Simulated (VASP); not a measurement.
Input of a VASP 6.6.1 run:

File POSCAR:

```
PtSe
1.0
    0.0000000000      2.7984111300      2.7984111300
    2.7984111300      0.0000000000      2.7984111300
    2.7984111300      2.7984111300      0.0000000000
Pt Se
1 1
Direct
    0.5000000000      0.5000000000      0.5000000000
    0.0000000000      0.0000000000      0.0000000000
```

INCAR.step1

```
SYSTEM = PtSe
PREC = Accurate ; ENCUT = 600
EDIFF = 1E-5 ; ISMEAR = -1
SIGMA = 0.05 ; LREAL = .False.
LASPH = .True. ; NELM = 60
ALGO = Normal ; LWAVE = .True.
LCHARG = .False. ; GGA = PE
NBANDS = 15
```

Contents of INCAR.step2:

```
SYSTEM = PtSe
PREC = Accurate ; ENCUT = 600
EDIFF = 1E-6 ; ISMEAR = -1
SIGMA = 0.05 ; LREAL = .False.
LASPH = .True. ; NELM = 60
ALGO = Normal ; ISIF = 3
LWAVE = .False. ; LCHARG = .False.
GGA = PS ; LHFCALC = .True.
AEXX = 0.25 ; PRECFOCK = Normal
IBRION = 2 ; NSW = 60
EDIFFG = -0.01 ; ISTART = 1
```

File KPOINTS:

```
Automatic mesh
0
Gamma
  4 4 4
  0 0 0
```

Potentials or basis: VASP PAW PBE potentials, release 64 (Pt, Se).

The run is started by

```console
$ cat potpaw_PBE.64/Pt/POTCAR potpaw_PBE.64/Se/POTCAR > POTCAR
$ cp INCAR.step1 INCAR
$ mpirun -np 1 vasp_std > vasp.out
$ cp INCAR.step2 INCAR
$ mpirun -np 1 vasp_std > vasp.out
```

(1) Predict the band gap on the k mesh.

(2) Estimate the relaxed volume.

(3) Predict the relaxed cell.

(4) Predict the space group after relaxing (to 0.1 Å).

Results:

(1) zero (bands 8 and 9 overlap by 6.08 eV).

(2) 17.38 Å³/atom.

(3) a = 3.663 Å, b = 3.663 Å, c = 3.663 Å, α = 60.00°, β = 60.00°, γ = 60.00°.

(4) Fm-3m (No. 225).

Caveat: the k points lie up to 0.53 Å⁻¹ apart in the final cell, too coarse for converged energies and pressures of a metal; the volume moved by over 15 % at a fixed basis, so the end points are rough; the PAW data sets were made with another functional, which shifts forces and pressure a little; spin-orbit coupling is left out, which moves the levels of the heavy elements.
